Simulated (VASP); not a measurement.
# Mg5Te (P1) in VASP: further runs

Mg5Te is run at these levels: PBE; tasks: single point.

All numbers are computed with VASP 6.6.1; they aren't measurements. Logs are shortened: lines on timing, memory, paths and dates and some standing lists are left out, and cuts for length are marked.

### 1 The cell of the first run

The typed cell holds 48 atoms: a = 12.378 Å, b = 12.378 Å, c = 12.378 Å, α = 53.57°, β = 53.57°, γ = 53.57°.

### 2 Single point, PBE (atoms moved at random)

File INCAR:

```
SYSTEM = Mg5Te
GGA      = PE             ! functional
ISMEAR   = 1              ! smearing method
SIGMA    = 0.1            ! smearing width, eV
LWAVE    = .FALSE.        ! write WAVECAR
LCHARG   = .FALSE.        ! write CHGCAR
ISIF     = 2              ! what is computed and relaxed
ISYM     = 0            
PREC     = Accurate       ! precision mode
LASPH    = .TRUE.         ! aspherical terms in the spheres
LREAL    = Auto         
ALGO     = Normal         ! electronic algorithm
EDIFF    = 1E-5           ! SCF threshold, eV
NELM     = 120            ! most SCF steps
GGA_COMPAT= .FALSE.      
ENCUT    = 230            ! plane-wave cutoff, eV
ROPT     = -0.00025 -0.00025
NSIM     = 4
```

File KPOINTS:

```
k-points
0
Gamma
  1 1 1
```

File POSCAR:

```
Mg5Te
1.0
    5.5777240398      3.2203004758     10.5699837916
   -5.5777240398      3.2203004758     10.5699837916
    0.0000000000     -6.4406009518     10.5699837916
Te Mg
8 40
Direct
    0.2504200000      0.2451130000      0.2525380000
    0.2480860000      0.2500220000      0.7505980000
    0.2534630000      0.7454340000      0.2511220000
    0.2452950000      0.7507480000      0.7532950000
    0.7550300000      0.2494140000      0.2514160000
    0.7544040000      0.2506610000      0.7447210000
    0.7527270000      0.7480060000      0.2502950000
    0.7482920000      0.7463760000      0.7560370000
    0.4151840000      0.4129680000      0.4147040000
    0.4159020000      0.4128510000      0.9147510000
    0.4146960000      0.9167290000      0.4153450000
    0.4241200000      0.9091670000      0.9093300000
    0.9179600000      0.4084110000      0.4171240000
    0.9136810000      0.4170090000      0.9152790000
    0.9204360000      0.9117810000      0.4112110000
    0.9170370000      0.9120670000      0.9172070000
    0.0844820000      0.0900520000      0.0816990000
    0.0841050000      0.0822240000      0.5866030000
    0.0873280000      0.5873320000      0.0822210000
    0.0798980000      0.5847180000      0.5918020000
    0.5826560000      0.0812510000      0.0870250000
    0.5868110000      0.0827740000      0.5822880000
    0.5868510000      0.5851700000      0.0849350000
    0.5826140000      0.5874200000      0.5862770000
    0.0018170000      0.3305940000      0.1639390000
   -0.0037240000      0.3344260000      0.6674780000
   -0.0104940000      0.8339040000      0.1709050000
    0.0073950000      0.8350090000      0.6591320000
    0.4981050000      0.3343010000      0.1658220000
    0.4964080000      0.3367380000      0.6699970000
    0.5007920000      0.8301790000      0.1681910000
    0.4974790000      0.8378570000      0.6654910000
    0.1696540000     -0.0013580000      0.3350070000
    0.1662750000     -0.0033090000      0.8401210000
    0.1618810000      0.5030190000      0.3361300000
    0.1643730000      0.5006910000      0.8347460000
    0.6612670000      0.0065830000      0.3297860000
    0.6676060000      0.0017130000      0.8330810000
    0.6616540000      0.4971330000      0.3386270000
    0.6692630000      0.4988270000      0.8314360000
    0.3317440000      0.1653270000      0.0052080000
    0.3331950000      0.1633230000      0.5026750000
    0.3375520000      0.6648550000     -0.0041980000
    0.3323570000      0.6685910000      0.4960940000
    0.8332380000      0.1612500000      0.0047940000
    0.8365140000      0.1635610000      0.5018340000
    0.8381920000      0.6681040000     -0.0033000000
    0.8333700000      0.6665520000      0.5027920000
```

Potentials or basis: VASP PAW PBE potentials, release 64 (Te, Mg).

Started as:

```console
$ cat potpaw_PBE.64/Te/POTCAR potpaw_PBE.64/Mg/POTCAR > POTCAR
$ mpirun -np 8 vasp_std > vasp.out
```

OUTCAR:

```text
SYSTEM = Mg5Te
   GGA = PE
   ISMEAR = 1
   ISIF = 2
   ISYM = 0
   PREC = Accurate
   LASPH = .TRUE.
   LREAL = Auto
   EDIFF = 1E-5
   NELM = 120
   ENCUT = 230

 Found      1 irreducible k-points:

 Following reciprocal coordinates:
            Coordinates               Weight
  0.000000  0.000000  0.000000      1.000000
   k-points           NKPTS =      1   k-points in BZ     NKDIM =      1   number of bands    NBANDS=     96
   number of dos      NEDOS =    301   number of ions     NIONS =     48
   total plane-waves  NPLWV = 262144
   dimension x,y,z NGX =    64 NGY =   64 NGZ =   64
   dimension x,y,z NGXF=   128 NGYF=  128 NGZF=  128
   ions per type =               8  40
   NGX,Y,Z   is equivalent  to a cutoff of   8.60,  8.60,  8.60 a.u.
   NGXF,Y,Z  is equivalent  to a cutoff of  17.19, 17.19, 17.19 a.u.
 SYSTEM =  Mg5Te
   PREC   = accura    normal or accurate (medium, high low for compatibility)
   ISTART =      0    job   : 0-new  1-cont  2-samecut
   ICHARG =      2    charge: 1-file 2-atom 10-const
   ISPIN  =      1    spin polarized calculation?
   LNONCOLLINEAR =      F non collinear calculations
   LSORBIT =      F    spin-orbit coupling
   LASPH  =      T    aspherical Exc in radial PAW
   ENCUT  =  230.0 eV  16.90 Ry    4.11 a.u.  15.31 15.31 15.31*2*pi/ulx,y,z
   NELM   =    120;   NELMIN=  2; NELMDL= -5     # of ELM steps
   EDIFF  = 0.1E-04   stopping-criterion for ELM
   LREAL  =      T    real-space projection
   EDIFFG = 0.1E-03   stopping-criterion for IOM
   NSW    =      0    number of steps for IOM
   IBRION =     -1    ionic relax: 0-MD 1-quasi-New 2-CG
   NFREE  =      0    steps in history (QN), initial steepest desc. (CG)
   ISIF   =      2    stress and relaxation
   ISYM   =      0    0-nonsym 1-usesym 2-fastsym
   POTIM  = 0.5000    time-step for ionic-motion
   TEBEG  =    0.0;   TEEND  =   0.0 temperature during run

   SCALEE = 1.0000    scale energy and forces
   PSTRESS=    0.0 pullay stress
   NELECT =     128.0000    total number of electrons
   NUPDOWN=      -1.0000    fix difference up-down
   EMIN   =  10.00;   EMAX   =-10.00  energy-range for DOS
   EFERMI =   0.00;   METHOD = LEGACY
   ISMEAR =     1;   SIGMA  =   0.10  broadening in eV -4-tet -1-fermi 0-gaus
   EFERMI_NEDOS =   21; number of points for ismear=-14 and -15
   IALGO  =     38    algorithm
   IMIX   =      4    mixing-type and parameters
     AMIX     =   0.40;   BMIX     =  1.00
     AMIX_MAG =   1.60;   BMIX_MAG =  1.00
  volume/ion in A,a.u.               =      23.73       160.15
  Fermi-wavevector in a.u.,A,eV,Ry     =   0.789984  1.492854  8.491060  0.624075
  Thomas-Fermi vector in A             =   1.895235
   LORBIT       =      0    0 simple, 1 ext, 2 COOP (PROOUT), +10 PAW based schemes
   GGA     = PE    functional components
   LHFCALC =     F    Hartree Fock is set to
   AEXX    =    0.0000 exact exchange contribution
   IVDW    =     0    specifies the selected vdW correction
   LEPSILON=     F    determine dielectric tensor
   LRPA    =     F    only Hartree local field effects (RPA)

   CSHIFT  =0.1000    complex shift for real part using Kramers Kronig

   OMEGAMAX=  -1.0    maximum frequency
 non-spin polarized calculation
 Methfessel and Paxton  Order N= 1 SIGMA  =   0.10
  energy-cutoff  :      230.00
  volume of cell :     1139.14
 maximum number of plane-waves:      9087
 NGX is ok and might be reduce to    64
   NGX = 31   NGY = 31   NGZ = 31

 number of electron     127.9999996 magnetization

 Free energy of the ion-electron system (eV)
  ---------------------------------------------------
  ext. energy  EPLUGINS =         0.00000000
  ---------------------------------------------------
  free energy    TOTEN  =       -89.84401061 eV

  energy without entropy =      -89.77721611  energy(sigma->0) =      -89.82174578

 E-fermi :   3.6611     XC(G=0):  -8.8061

 val. band max:        3.6368886971   @ k =   0.0000   0.0000   0.0000
 cond. band min:       3.9892589882   @ k =   0.0000   0.0000   0.0000
 fundamental gap:      0.3523702910
 Fermi energy:         3.6610719488

 k-point     1 :       0.0000    0.0000    0.0000
  band No.  band energies     occupation
      1      -8.1263      2.00000
      2      -8.0305      2.00000
      3      -7.9628      2.00000
      4      -7.9589      2.00000
      5      -7.9356      2.00000
      6      -7.9332      2.00000
[... 68 lines left out ...]
     75       5.0491     -0.00000
     76       5.0725     -0.00000
 [bands above 76 left out]

------------------------ aborting loop because EDIFF is reached ----------------------------------------

  FORCE on cell =-STRESS in cart. coord.  units (eV):
  Direction    XX          YY          ZZ          XY          YZ          ZX
  --------------------------------------------------------------------------------------
  -------------------------------------------------------------------------------------
  Total       -6.5472161     -6.0495041     -6.7583805     -0.6896125      0.2803150     -0.2119067
  in kB       -9.2084867     -8.5084680     -9.5054838     -0.9699218      0.3942556     -0.2980412
  external PRESSURE =      -9.0741462 kB  Pullay stress =       0.0000000 kB

 VOLUME and BASIS-vectors are now :
 -----------------------------------------------------------------------------
  energy-cutoff  :      230.00
  volume of cell :     1139.14
      direct lattice vectors                 reciprocal lattice vectors
     5.577724040  3.220300476 10.569983792     0.089642298  0.051755005  0.031535841
    -5.577724040  3.220300476 10.569983792    -0.089642298  0.051755005  0.031535841
     0.000000000 -6.440600952 10.569983792     0.000000000 -0.103510010  0.031535841

 POSITION                                       TOTAL-FORCE (eV/Angst)
 -----------------------------------------------------------------------------------
      0.02960     -0.03073      7.90710        -0.094956      0.061256      0.101121
     -0.01080     -3.23024     13.19880        -0.070876      0.103211      0.027970
     -2.74408      1.59937     13.21268        -0.070852      0.098393     -0.059518
     -2.81928     -1.64411     18.49047         0.034562     -0.050229     -0.024706
      2.82019      1.61534     13.27442         0.011071     -0.008149     -0.145422
      2.80974     -1.55984     18.49521         0.019323     -0.033578      0.067473
[... 40 lines left out ...]
      0.94870     -1.56862     26.45663        -0.095964     -0.113317     -0.046484
      0.93046      1.59192     21.16865        -0.115397      0.009093     -0.042079
 -----------------------------------------------------------------------------------
    total drift:                               -0.000323      0.002060     -0.000858

  FREE ENERGIE OF THE ION-ELECTRON SYSTEM (eV)
  ---------------------------------------------------
  free  energy   TOTEN  =       -89.8440106129 eV

  energy  without entropy=      -89.7772161144  energy(sigma->0) =      -89.82174578
```

It took 89 s on 8 MPI ranks of AMD EPYC 7R43 (Zen 3), shared host; peak memory 0.2 GiB.

Results:

- Free energy: -89.8440 eV
- Pressure: -0.9 GPa
- Largest force: 0.294 eV/Å

Forces on the atoms (eV/Å):
```
Te  -0.095  0.061  0.101
Te  -0.071  0.103  0.028
Te  -0.071  0.098 -0.060
Te   0.035 -0.050 -0.025
Te   0.011 -0.008 -0.145
Te   0.019 -0.034  0.067
Te   0.042 -0.095 -0.020
Te   0.041  0.044  0.008
Mg  -0.008 -0.047 -0.165
Mg   0.020 -0.008 -0.097
Mg   0.102 -0.044 -0.219
Mg  -0.229 -0.155 -0.101
Mg  -0.120  0.142 -0.178
Mg   0.054 -0.048 -0.197
Mg  -0.061 -0.034 -0.154
Mg  -0.113  0.053 -0.208
Mg   0.217 -0.082  0.140
Mg   0.018 -0.004  0.248
Mg   0.076 -0.153  0.165
Mg   0.077  0.123  0.184
Mg   0.016  0.106  0.220
Mg  -0.036  0.014  0.227
Mg   0.032 -0.080  0.136
Mg  -0.005  0.026  0.141
Mg  -0.085 -0.087  0.158
Mg   0.115 -0.010  0.042
Mg   0.147  0.050  0.113
Mg  -0.024 -0.195 -0.056
Mg   0.023 -0.037  0.000
Mg   0.079 -0.029 -0.118
Mg   0.013  0.005 -0.004
Mg   0.121 -0.071 -0.085
Mg  -0.011  0.116 -0.130
Mg   0.045  0.090 -0.026
Mg   0.069  0.097 -0.025
Mg   0.066  0.109 -0.004
Mg   0.142 -0.049  0.092
Mg   0.042  0.031  0.005
Mg   0.095  0.164  0.084
Mg  -0.063 -0.033  0.001
Mg   0.022  0.078 -0.102
Mg  -0.168  0.042  0.042
Mg  -0.114 -0.078  0.039
Mg  -0.009 -0.080  0.027
Mg  -0.159  0.054  0.003
Mg  -0.082  0.008 -0.066
Mg  -0.096 -0.113 -0.046
Mg  -0.115  0.009 -0.042
```

Stress tensor (GPa, compression positive):
```
-0.92 -0.10 -0.03
-0.10 -0.85  0.04
-0.03  0.04 -0.95
```

Levels at points of the mesh, in eV from the Fermi level:
| k point | band 62 | band 63 | band 64 | band 65 | band 66 | band 67 | band 68 | band 69 |
| --- | --- | --- | --- | --- | --- | --- | --- | --- |
| (0.00, 0.00, 0.00) | -0.05 | -0.05 | -0.03 | -0.02 | 0.33 | 0.87 | 1.16 | 1.17 |

Caveat: the k points lie up to 0.68 Å⁻¹ apart; the cell differs from its parent crystal (atoms moved at random); the cutoff is under 1.25 times the usual one of these potentials, so pressure, stress and relaxed cells hold a basis-set (Pulay) error; spin-orbit coupling is left out, which moves the levels of the heavy elements.

### 3 Single point, PBE (atoms moved at random)

INCAR, as its differences from that of step 2:

```diff
@@ -10,9 +10,8 @@
 LASPH    = .TRUE.         ! aspherical terms in the spheres
-LREAL    = Auto         
+LREAL    = .FALSE.        ! projectors in reciprocal space
 ALGO     = Normal         ! electronic algorithm
-EDIFF    = 1E-5           ! SCF threshold, eV
+EDIFF    = 1E-7           ! SCF threshold, eV
 NELM     = 120            ! most SCF steps
 GGA_COMPAT= .FALSE.      
-ENCUT    = 230            ! plane-wave cutoff, eV
-ROPT     = -0.00025 -0.00025
+ENCUT    = 320            ! plane-wave cutoff, eV
 NSIM     = 4
```

KPOINTS is that of step 2.

POSCAR is that of step 2.

Potentials or basis: VASP PAW PBE potentials, release 64 (Te, Mg).

Started as:

```console
$ cat potpaw_PBE.64/Te/POTCAR potpaw_PBE.64/Mg/POTCAR > POTCAR
$ mpirun -np 8 vasp_std > vasp.out
```

Run time: 76 s. Hardware: 8 MPI ranks of AMD EPYC 7R43 (Zen 3), shared host; peak memory 0.23 GiB.

Results (log left out):

| Property | Result |
| --- | --- |
| Free energy | -89.8854 eV |
| Pressure | -0.9 GPa |
| Largest force | 0.294 eV/Å |

Forces on the atoms (eV/Å):
```
Te  -0.094  0.060  0.101
Te  -0.072  0.102  0.026
Te  -0.069  0.098 -0.058
Te   0.034 -0.051 -0.025
Te   0.012 -0.009 -0.146
Te   0.020 -0.032  0.068
Te   0.043 -0.095 -0.019
Te   0.041  0.043  0.008
Mg  -0.008 -0.047 -0.165
Mg   0.019 -0.008 -0.098
Mg   0.102 -0.044 -0.220
Mg  -0.228 -0.154 -0.103
Mg  -0.120  0.141 -0.179
Mg   0.054 -0.047 -0.198
Mg  -0.061 -0.033 -0.154
Mg  -0.113  0.053 -0.209
Mg   0.216 -0.082  0.141
Mg   0.017 -0.004  0.248
Mg   0.075 -0.153  0.165
Mg   0.076  0.123  0.185
Mg   0.016  0.106  0.221
Mg  -0.036  0.014  0.228
Mg   0.031 -0.080  0.137
Mg  -0.005  0.026  0.141
Mg  -0.084 -0.087  0.157
Mg   0.114 -0.010  0.042
Mg   0.147  0.050  0.112
Mg  -0.023 -0.195 -0.056
Mg   0.023 -0.038  0.000
Mg   0.079 -0.029 -0.118
Mg   0.013  0.005 -0.004
Mg   0.121 -0.072 -0.085
Mg  -0.011  0.116 -0.130
Mg   0.046  0.090 -0.026
Mg   0.068  0.098 -0.024
Mg   0.066  0.109 -0.004
Mg   0.142 -0.048  0.092
Mg   0.042  0.032  0.005
Mg   0.095  0.164  0.084
Mg  -0.062 -0.032  0.001
Mg   0.021  0.078 -0.101
Mg  -0.168  0.042  0.042
Mg  -0.115 -0.077  0.039
Mg  -0.010 -0.079  0.027
Mg  -0.160  0.054  0.004
Mg  -0.083  0.007 -0.065
Mg  -0.097 -0.113 -0.046
Mg  -0.116  0.009 -0.042
```

Stress tensor (GPa, compression positive):
```
-0.92 -0.10 -0.03
-0.10 -0.85  0.04
-0.03  0.04 -0.94
```

Levels at points of the mesh, in eV from the Fermi level:
```tsv
k point	band 61	band 62	band 63	band 64	band 65	band 66	band 67	band 68	band 69	band 70
(0.00, 0.00, 0.00)	-0.05	-0.05	-0.05	-0.03	-0.02	0.33	0.87	1.16	1.17	1.18
```

Caveat: the k points lie up to 0.68 Å⁻¹ apart; the cell differs from its parent crystal (atoms moved at random); spin-orbit coupling is left out, which moves the levels of the heavy elements.
